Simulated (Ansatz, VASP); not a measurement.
This is a calculation of SrCl2 for Ansatz 0.2.0.

The input input.yaml:

```yaml
crystal:
  lattice:
    - [0.0, 3.5114523289, 3.5114523289]
    - [3.5114523289, 0.0, 3.5114523289]
    - [3.5114523289, 3.5114523289, 0.0]
  atoms:
    - { symbol: Sr, position: [0.0, 0.0, 0.0] }
    - { symbol: Cl, position: [0.75, 0.75, 0.75] }
    - { symbol: Cl, position: [0.25, 0.25, 0.25] }
kpoints:
  mp_grid: { grid: [7, 7, 7] }
scf:
  occupations: { method: fermi_dirac, width: 0.05 }
hamiltonian:
  xc: pbesol
  pseudopotentials: { kind: all_electron, lapw: { basis_error: 0.001 } }
output:
  forces: true
  stress: true
  eigenvalues: true
```

Potentials or basis: all-electron LAPW, scalar-relativistic.

Run with:

```console
$ ansatz run input.yaml --threads 2 --pin off --max-ram 8192MiB --backend cpu --events-out ev --progress --plain --runs-dir out
```

Question: Translate it to VASP 6.6.1. Potentials there: VASP PAW PBE potentials, release 64 (Sr_sv, Cl).

Answer: As run (the cutoff follows the program's own potentials):

The input INCAR:

```
SYSTEM = SrCl2
PREC = Accurate
ENCUT = 520
EDIFF = 1E-6
ISMEAR = -1
SIGMA = 0.05
LREAL = .FALSE.
LASPH = .TRUE.
NELM = 60
ALGO = Normal
ISIF = 2
LWAVE = .FALSE.
LCHARG = .FALSE.
GGA = PS
NBANDS = 19
```

File KPOINTS:

```
regular mesh
0
G
  7 7 7
  0 0 0
```

The input POSCAR:

```
SrCl2
1.0
    0.0000000000      3.5114523289      3.5114523289
    3.5114523289      0.0000000000      3.5114523289
    3.5114523289      3.5114523289      0.0000000000
Sr Cl
1 2
Direct
    0.0000000000      0.0000000000      0.0000000000
    0.7500000000      0.7500000000      0.7500000000
    0.2500000000      0.2500000000      0.2500000000
```

Potentials or basis: VASP PAW PBE potentials, release 64 (Sr_sv, Cl).

Launch:

```bash
$ cat potpaw_PBE.64/Sr_sv/POTCAR potpaw_PBE.64/Cl/POTCAR > POTCAR
$ mpirun -np 1 vasp_std > vasp.out
```

Both were run:

|  | VASP | Ansatz | Ansatz less VASP |
| --- | --- | --- | --- |
| gap on the k mesh at the Fermi level (eV) | 5.10 | 5.10 | +0.009 |
| least direct gap on the mesh (eV) | 5.40 | 5.40 | +0.006 |
| pressure (GPa) | -1.6 | -1.7 | -0.10 |

VASP's potentials were made for PBE, not for PBEsol. Ansatz ran all-electron here, and VASP with PAW potentials.
